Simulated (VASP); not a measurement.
# FeNi3 (Pm-3m) in VASP: a series of runs

The runs below take FeNi3 through single point, with PBE.

All numbers are computed with VASP 6.6.1; they aren't measurements. Logs are shortened: lines on timing, memory, paths and dates and some standing lists are left out, and cuts for length are marked.

### 1 The cell of the first run

The structure is cubic, space group Pm-3m (No. 221). Conventional cell: a = 3.473 Å, b = 3.473 Å, c = 3.473 Å, α = 90.00°, β = 90.00°, γ = 90.00°. Within 3.2 Å of Ni (site symmetry 4/mmm) lie 8 Ni at 2.46 Å and 4 Fe at 2.46 Å. Fe (site symmetry m-3m) has 12 Ni at 2.46 Å within 3.2 Å.

### 2 Single point, PBE, collinear spin, ferromagnetic start

Contents of INCAR:

```
SYSTEM = FeNi3
ALGO = Normal
EDIFF = 1E-6
ENCUT = 520
GGA = PE
ISIF = 2
ISMEAR = -1
ISPIN = 2
LASPH = .TRUE.
LCHARG = .TRUE.
LELF = .TRUE.
LMAXMIX = 4
LORBIT = 11
LREAL = .FALSE.
LVHAR = .TRUE.
LWAVE = .FALSE.
MAGMOM = 1 1 1 3
NBANDS = 31
NELM = 150
PREC = Accurate
SIGMA = 0.05
```

Contents of KPOINTS:

```
k-points
0
G
  8 8 8
  0 0 0
```

Contents of POSCAR:

```
FeNi3
1.0
    3.4726327554      0.0000000000      0.0000000000
    0.0000000000      3.4726327554      0.0000000000
    0.0000000000      0.0000000000      3.4726327554
Ni Fe
3 1
Direct
    0.5000000000      0.5000000000      0.0000000000
    0.5000000000      0.0000000000      0.5000000000
    0.0000000000      0.5000000000      0.5000000000
    0.0000000000      0.0000000000      0.0000000000
```

Potentials or basis: VASP PAW PBE potentials, release 64 (Ni, Fe).

On the command line:

```sh
$ cat potpaw_PBE.64/Ni/POTCAR potpaw_PBE.64/Fe/POTCAR > POTCAR
$ mpirun -np 1 vasp_std > vasp.out
```

OUTCAR:

```text
SYSTEM = FeNi3
   EDIFF = 1E-6
   ENCUT = 520
   GGA = PE
   ISIF = 2
   ISMEAR = -1
   ISPIN = 2
   LASPH = .TRUE.
   LORBIT = 11
   LREAL = .FALSE.
   NELM = 150
   PREC = Accurate

 ion  position               nearest neighbor table
   1  0.500  0.500  0.000-   2 2.46   3 2.46   4 2.46   2 2.46   3 2.46   2 2.46   4 2.46   2 2.46
                             3 2.46   4 2.46   3 2.46   4 2.46
   2  0.500  0.000  0.500-   1 2.46   3 2.46   4 2.46   1 2.46   4 2.46   1 2.46   3 2.46   1 2.46
                             3 2.46   4 2.46   4 2.46   3 2.46
   3  0.000  0.500  0.500-   1 2.46   2 2.46   4 2.46   1 2.46   4 2.46   2 2.46   4 2.46   4 2.46
                             1 2.46   2 2.46   1 2.46   2 2.46
   4  0.000  0.000  0.000-   1 2.46   2 2.46   3 2.46   2 2.46   3 2.46   1 2.46   3 2.46   3 2.46
                             1 2.46   2 2.46   2 2.46   1 2.46

  LATTYP: Found a simple cubic cell.
 ALAT       =     3.4726327554

  Lattice vectors:

 A1 = (   3.4726327554,   0.0000000000,   0.0000000000)
 A2 = (   0.0000000000,   3.4726327554,   0.0000000000)
 A3 = (   0.0000000000,   0.0000000000,   3.4726327554)

Analysis of symmetry for initial positions (statically):
=====================================================================
 Subroutine PRICEL returns:
 Original cell was already a primitive cell.

 Routine SETGRP: Setting up the symmetry group for a
 simple cubic supercell.

 Subroutine GETGRP returns: Found 48 space group operations
 (whereof 48 operations were pure point group operations)
 out of a pool of 48 trial point group operations.

The static configuration has the point symmetry O_h .

Analysis of symmetry for dynamics (positions and initial velocities):
=====================================================================
 Subroutine PRICEL returns:
 Original cell was already a primitive cell.

 Routine SETGRP: Setting up the symmetry group for a
 simple cubic supercell.

 Subroutine GETGRP returns: Found 48 space group operations
 (whereof 48 operations were pure point group operations)
 out of a pool of 48 trial point group operations.

The dynamic configuration has the point symmetry O_h .

Analysis of structural, dynamic, and magnetic symmetry:
=====================================================================
 Subroutine PRICEL returns:
 Original cell was already a primitive cell.

 Routine SETGRP: Setting up the symmetry group for a
 simple cubic supercell.

 Subroutine GETGRP returns: Found 48 space group operations
 (whereof 48 operations were pure point group operations)
 out of a pool of 48 trial point group operations.

The overall configuration has the point symmetry O_h .

[... 131 lines left out ...]
   LEPSILON=     F    determine dielectric tensor
   LRPA    =     F    only Hartree local field effects (RPA)
 spin polarized calculation
  energy-cutoff  :      520.00
  volume of cell :       41.88
 maximum number of plane-waves:      1144
 NGX is ok and might be reduce to    28
   NGX = 13   NGY = 13   NGZ = 13

 number of electron      37.9999982 magnetization       4.6532349

 Free energy of the ion-electron system (eV)
  ---------------------------------------------------
  ext. energy  EPLUGINS =         0.00000000
  ---------------------------------------------------
  free energy    TOTEN  =       -24.90349870 eV

  energy without entropy =      -24.87716100  energy(sigma->0) =      -24.89032985

 E-fermi :   9.4042     XC(G=0): -13.5060

 val. band max:        9.3800520603   @ k =   0.3750   0.1250   0.1250
 cond. band min:       9.4112044551   @ k =   0.3750   0.2500   0.2500
 fundamental gap:      0.0311523948
 Fermi energy:         9.4042397295

 spin component 1

 k-point     1 :       0.0000    0.0000    0.0000
  band No.  band energies     occupation
      1      -0.0841      1.00000
      2       3.7656      1.00000
      3       3.7656      1.00000
      4       4.4035      1.00000
      5       4.5510      1.00000
      6       4.5510      1.00000
[... 805 lines left out ...]
     30      23.8103      0.00000
     31      26.3170      0.00000

 [... further k-points ...]

 spin component 2

 k-point     1 :       0.0000    0.0000    0.0000
  band No.  band energies     occupation
      1      -0.0363      1.00000
      2       4.7584      1.00000
      3       4.7584      1.00000
      4       4.7719      1.00000
      5       5.5011      1.00000
      6       5.5012      1.00000
[... 805 lines left out ...]
     30      24.2239      0.00000
     31      26.4563      0.00000

 [... further k-points ...]

------------------------ aborting loop because EDIFF is reached ----------------------------------------

  FORCE on cell =-STRESS in cart. coord.  units (eV):
  Direction    XX          YY          ZZ          XY          YZ          ZX
  --------------------------------------------------------------------------------------
  -------------------------------------------------------------------------------------
  Total        3.5371457      3.5371457      3.5371457      0.0000000      0.0000000     -0.0000000
  in kB      135.3277802    135.3277802    135.3277802      0.0000000      0.0000000     -0.0000000
  external PRESSURE =     135.3277802 kB  Pullay stress =       0.0000000 kB

 VOLUME and BASIS-vectors are now :
 -----------------------------------------------------------------------------
  energy-cutoff  :      520.00
  volume of cell :       41.88
      direct lattice vectors                 reciprocal lattice vectors
     3.472632755  0.000000000  0.000000000     0.287965953  0.000000000  0.000000000
     0.000000000  3.472632755  0.000000000     0.000000000  0.287965953  0.000000000
     0.000000000  0.000000000  3.472632755     0.000000000  0.000000000  0.287965953

 POSITION                                       TOTAL-FORCE (eV/Angst)
 -----------------------------------------------------------------------------------
      1.73632      1.73632      0.00000         0.000000      0.000000      0.000000
      1.73632      0.00000      1.73632         0.000000      0.000000      0.000000
      0.00000      1.73632      1.73632         0.000000      0.000000      0.000000
      0.00000      0.00000      0.00000         0.000000      0.000000      0.000000
 -----------------------------------------------------------------------------------
    total drift:                                0.000000      0.000000      0.000000

  FREE ENERGIE OF THE ION-ELECTRON SYSTEM (eV)
  ---------------------------------------------------
  free  energy   TOTEN  =       -24.9034987026 eV

  energy  without entropy=      -24.8771610008  energy(sigma->0) =      -24.89032985

 total charge

# of ion       s       p       d       tot
------------------------------------------
    1        0.531   0.567   8.354   9.452
    2        0.531   0.567   8.354   9.452
    3        0.531   0.567   8.354   9.452
    4        0.499   0.554   6.166   7.219
--------------------------------------------------
tot          2.090   2.255  31.229  35.574

 magnetization (x)

# of ion       s       p       d       tot
------------------------------------------
    1       -0.016  -0.045   0.670   0.610
    2       -0.016  -0.045   0.670   0.610
    3       -0.016  -0.045   0.670   0.610
    4        0.011   0.001   2.814   2.826
--------------------------------------------------
tot         -0.037  -0.133   4.825   4.655
```

stdout:

```text
POSCAR found type information on POSCAR NiFe
 POSCAR found :  2 types and       4 ions
 scaLAPACK will be used
 LDA part: xc-table for (Slater+PW92), standard interpolation
 POSCAR, INCAR and KPOINTS ok, starting setup
 FFT: planning ... GRIDC
 FFT: planning ... GRID_SOFT
 FFT: planning ... GRID
 WAVECAR not read
 entering main loop
```

Run time: 2.1 min. Hardware: 1 thread of Intel Xeon 8259CL, shared host; peak memory 0.21 GiB.

What came out:

| Item | Value |
| --- | --- |
| Free energy | -24.9035 eV |
| Pressure | 13.5 GPa |
| Net moment | 4.65 μB per cell |
| Site moments | Ni +0.61; Fe +2.83 μB |
| Valence electrons inside the program's atomic spheres | Ni 9.45; Fe 7.22 |

Caveat: the cell stands under pressure.

### 3 Single point, PBE, collinear spin, ferromagnetic start

This run uses another cell than the first one, of 10.69 Å³/atom.

Contents of INCAR:

```
SYSTEM = FeNi3
ALGO = Normal ; EDIFF = 1E-6
ENCUT = 520 ; GGA = PE
ISIF = 2 ; ISMEAR = -1
ISPIN = 2 ; LASPH = .TRUE.
LCHARG = .FALSE. ; LMAXMIX = 4
LORBIT = 11 ; LREAL = .FALSE.
LWAVE = .FALSE. ; MAGMOM = 1 1 1 3
NBANDS = 31 ; NELM = 150
PREC = Accurate ; SIGMA = 0.05
```

KPOINTS is that of step 2.

Contents of POSCAR:

```
FeNi3
1.0
    3.4970887214      0.0000000000      0.0000000000
    0.0000000000      3.4970887214      0.0000000000
    0.0000000000      0.0000000000      3.4970887214
Ni Fe
3 1
Direct
    0.5000000000      0.5000000000      0.0000000000
    0.5000000000      0.0000000000      0.5000000000
    0.0000000000      0.5000000000      0.5000000000
    0.0000000000      0.0000000000      0.0000000000
```

Potentials or basis: VASP PAW PBE potentials, release 64 (Ni, Fe).

On the command line:

```sh
$ cat potpaw_PBE.64/Ni/POTCAR potpaw_PBE.64/Fe/POTCAR > POTCAR
$ mpirun -np 1 vasp_std > vasp.out
```

Wall time 2.2 min (1 thread of Intel Xeon 8259CL, shared host); peak memory 0.22 GiB.

The run converged. Its results:

```yaml
Free_energy: -24.9639 eV
Pressure: 8.4 GPa
Net_moment: 4.71 μB per cell
Site_moments: Ni +0.62; Fe +2.86 μB
Valence_electrons_inside_the_program's_atomic_spheres: Ni 9.41; Fe 7.17
```

Levels at points of the mesh, in eV from the Fermi level:
Spin up:
```
           k point  band 19  band 20  band 21  band 22  band 23  band 24
(0.00, 0.00, 0.00)    -0.61    -0.61    -0.61     2.29     2.29     2.29
(0.50, 0.00, 0.00)    -1.41    -1.07    -0.67    -0.61     7.73     7.73
(0.50, 0.50, 0.00)    -1.56    -1.53     0.81     0.81     0.88     0.91
(0.50, 0.50, 0.50)    -0.80    -0.80    -0.56    -0.56    -0.56    -0.46
```
Spin down:
| k point | band 13 | band 14 | band 15 | band 16 | band 17 | band 18 | band 19 | band 20 | band 21 | band 22 |
| --- | --- | --- | --- | --- | --- | --- | --- | --- | --- | --- |
| (0.00, 0.00, 0.00) | -0.02 | 0.28 | 0.28 | 0.28 | 1.02 | 1.02 | 1.29 | 1.29 | 1.29 | 2.32 |
| (0.50, 0.00, 0.00) | -1.02 | -1.02 | -0.92 | -0.44 | -0.17 | -0.17 | 0.28 | 0.50 | 0.61 | 1.27 |
| (0.50, 0.50, 0.00) | -1.30 | -1.30 | -1.28 | -0.86 | -0.72 | 0.14 | 0.14 | 0.37 | 1.47 | 1.47 |
| (0.50, 0.50, 0.50) | -0.57 | -0.51 | -0.51 | -0.51 | 0.05 | 0.05 | 0.05 | 0.81 | 0.81 | 0.81 |

Caveat: the cell stands under pressure.

(Part 1 of 3 ends here.)
